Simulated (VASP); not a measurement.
Here is a VASP 6.6.1 calculation.

Contents of INCAR:

```
PREC     = Accurate       # precision mode
ENCUT    = 520            # plane-wave cutoff, eV
EDIFF    = 1E-6           # SCF threshold, eV
ISMEAR   = 0              # smearing method
SIGMA    = 0.1            # smearing width, eV
LREAL    = F              # projectors in reciprocal space
LASPH    = T              # aspherical terms in the spheres
NELM     = 60             # most SCF steps
ALGO     = Normal         # electronic algorithm
ISIF     = 2              # what is computed and relaxed
LWAVE    = F              # write WAVECAR
LCHARG   = T              # write CHGCAR
GGA      = PE             # functional
LELF     = T              # ELF
LVHAR    = T            
NBANDS   = 46             # bands
```

The input KPOINTS:

```
regular mesh
0
Gamma
  10 10 4
```

The input POSCAR:

```
Ga4Sb3As
1.0
    4.3145694631      0.0000000000      0.0000000000
    0.0000000000      4.3145694631      0.0000000000
    0.0000000000      0.0000000000     12.1934264963
Ga Sb As
4 3 1
Direct
    0.5000000000      0.0000000000      0.6292701673
    0.0000000000      0.5000000000      0.8873987434
    0.5000000000      0.0000000000      0.1126012566
    0.0000000000      0.5000000000      0.3707298327
    0.5000000000      0.5000000000      0.2418073580
    0.0000000000      0.0000000000      0.5000000000
    0.5000000000      0.5000000000      0.7581926420
    0.0000000000      0.0000000000      0.0000000000
```

Potentials or basis: VASP PAW PBE potentials, release 64 (Ga_d, Sb, As).

Run with:

```bash
$ cat potpaw_PBE.64/Ga_d/POTCAR potpaw_PBE.64/Sb/POTCAR potpaw_PBE.64/As/POTCAR > POTCAR
$ mpirun -np 1 vasp_std > vasp.out
```

Problem. Predict the largest force.

Solution. 0.006 eV/Å.

Problem. What does it give for the pressure?

Solution. 0.1 GPa.

Problem. What does it give for the band gap on the k mesh?

Solution. Zero (filled and empty bands touch).

Forces in eV/Å, atoms in the order of the input:
```
Ga   0.000  0.000  0.001
Ga   0.000  0.000 -0.006
Ga   0.000  0.000  0.006
Ga   0.000  0.000 -0.001
Sb   0.000  0.000 -0.001
Sb   0.000  0.000  0.000
Sb   0.000  0.000  0.001
As   0.000  0.000  0.000
```

Caveat: spin-orbit coupling is left out, which moves the levels of the heavy elements.
